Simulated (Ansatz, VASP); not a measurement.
## TaCl3F in VASP and in Ansatz

File INCAR:

```
SYSTEM = TaCl3F
PREC = Accurate
ENCUT = 520
EDIFF = 1E-7
ISMEAR = 0
SIGMA = 0.1
LREAL = .False.
LASPH = .True.
NELM = 80
ALGO = Normal
ISIF = 2
LWAVE = .False.
LCHARG = .False.
GGA = PE
NBANDS = 50
```

Contents of KPOINTS:

```
Automatic mesh
0
Gamma
  4 4 4
  0 0 0
```

File POSCAR:

```
TaCl3F
1.0
    0.0000000000     -6.7735527750      0.0000000000
   -6.6340618161     -3.3867763875      0.0407151530
   -0.5467594652     -3.3867763875     -6.7190786413
Ta Cl F
2 6 2
Direct
    0.2144815084      0.0029910561      0.0050667296
    0.7774607059      0.0029910561      0.0050667296
    0.0105445993      0.2259526063      0.2517605480
    0.5117422464      0.2259526063      0.2517605480
    0.0090630044      0.7771688462      0.2047051450
    0.9845473841      0.2272800478      0.8036251840
    0.4990584043      0.1827824139      0.8191007775
    0.5201364774      0.7973035269      0.1624235182
    0.4091960536      0.8207889202      0.8042454101
    0.9657696160      0.8207889202      0.8042454101
```

Input for Ansatz:

```yaml
crystal:
  lattice:
    - [0.0, -6.773552775, 0.0]
    - [-6.6340618161, -3.3867763875, 0.040715153]
    - [-0.5467594652, -3.3867763875, -6.7190786413]
  atoms:
    - { symbol: Ta, position: [0.2144815084, 0.0029910561, 0.0050667296] }
    - { symbol: Ta, position: [0.7774607059, 0.0029910561, 0.0050667296] }
    - { symbol: Cl, position: [0.0105445993, 0.2259526063, 0.251760548] }
    - { symbol: Cl, position: [0.5117422464, 0.2259526063, 0.251760548] }
    - { symbol: Cl, position: [0.0090630044, 0.7771688462, 0.204705145] }
    - { symbol: Cl, position: [0.9845473841, 0.2272800478, 0.803625184] }
    - { symbol: Cl, position: [0.4990584043, 0.1827824139, 0.8191007775] }
    - { symbol: Cl, position: [0.5201364774, 0.7973035269, 0.1624235182] }
    - { symbol: F, position: [0.4091960536, 0.8207889202, 0.8042454101] }
    - { symbol: F, position: [0.965769616, 0.8207889202, 0.8042454101] }
basis:
  ecutwfc: 420
kpoints:
  mp_grid: { grid: [4, 4, 4] }
hamiltonian:
  xc: pbe
scf:
  occupations: { method: gaussian, width: 0.1 }
  lower_state_search: "off"
output:
  forces: true
  stress: true
  eigenvalues: true
```

Alike in both runs: task single point; functional PBE; k mesh 4 × 4 × 4; occupations gaussian, width 0.1 eV; no spin polarisation.

|  | VASP | Ansatz |
| --- | --- | --- |
| version | VASP 6.6.1 | Ansatz 0.2.0 |
| potentials or method | VASP PAW PBE potentials, release 64 (Ta_pv, Cl, F), cutoff 520 eV | scalar-relativistic, plane waves, PAW |
| valence electrons in the cell | 78 | 82 |

Ansatz gave:

| Item | Value |
| --- | --- |
| gap on the k mesh at the Fermi level (eV) | 1.63 |
| least direct gap on the mesh (eV) | 1.65 |
| pressure (GPa) | 0.0 |
| traceless stress, the component that is largest in VASP (GPa) | -0.02 |
| rms of the force components (eV/Å) | 0.001 |

Q: Which values does VASP return?

A: gap on the k mesh at the Fermi level (eV): 1.63; least direct gap on the mesh (eV): 1.64; pressure (GPa): 0.1; traceless stress, the component that is largest in VASP (GPa): 0.18; rms of the force components (eV/Å): 0.081.

Atom by atom the forces differ by 0.082 eV/Å (rms over components). The functional is the same, so the differences come from potentials, cutoffs and numerics. VASP's potentials hold 78 valence electrons a cell and Ansatz's 82, so a difference there can come from the potentials and not from the codes.

Neither program's run includes spin-orbit coupling.
